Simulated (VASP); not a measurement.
A run of VASP 6.6.1:

The input INCAR:

```
SYSTEM = KRu
PREC     = Accurate       ! precision mode
ENCUT    = 520            ! plane-wave cutoff, eV
EDIFF    = 1E-6           ! SCF threshold, eV
ISMEAR   = 0              ! smearing method
SIGMA    = 0.1            ! smearing width, eV
LREAL    = .FALSE.        ! projectors in reciprocal space
LASPH    = .TRUE.         ! aspherical terms in the spheres
NELM     = 150            ! most SCF steps
ALGO     = Normal         ! electronic algorithm
ISIF     = 2              ! what is computed and relaxed
LWAVE    = .FALSE.        ! write WAVECAR
LCHARG   = .FALSE.        ! write CHGCAR
ISPIN    = 2              ! spin polarisation
MAGMOM   = 0 1            ! initial moments
LORBIT   = 11             ! projections on sites
LMAXMIX  = 4              ! l up to which the mixer works
GGA      = PE             ! functional
NBANDS   = 22             ! bands
```

File KPOINTS:

```
Automatic mesh
0
G
  6 6 4
  0 0 0
```

The input POSCAR:

```
KRu
1.0
    2.8209942481      0.0000000000      0.0000000000
   -1.4104971241      2.4430526828      0.0000000000
    0.0000000000      0.0000000000      5.7413192582
K Ru
1 1
Direct
    0.3333333333      0.6666666667      0.5000000000
    0.0000000000      0.0000000000      0.0000000000
```

Potentials or basis: VASP PAW PBE potentials, release 64 (K_sv, Ru_pv).

Launch:

```bash
$ cat potpaw_PBE.64/K_sv/POTCAR potpaw_PBE.64/Ru_pv/POTCAR > POTCAR
$ mpirun -np 1 vasp_std > vasp.out
```

Hardware: 1 thread of Intel(R) Xeon(R) Platinum 8259CL CPU @ 2.50GHz (Skylake/Cascade Lake), on a shared host.

Problem. How long does it take, and how much memory?

Solution. Wall time 55 s on 1 thread of Intel(R) Xeon(R) Platinum 8259CL CPU @ 2.50GHz (Skylake/Cascade Lake), with other jobs on the host, peak memory 0.2 GiB. Counts: scf iterations 20, k points 21.
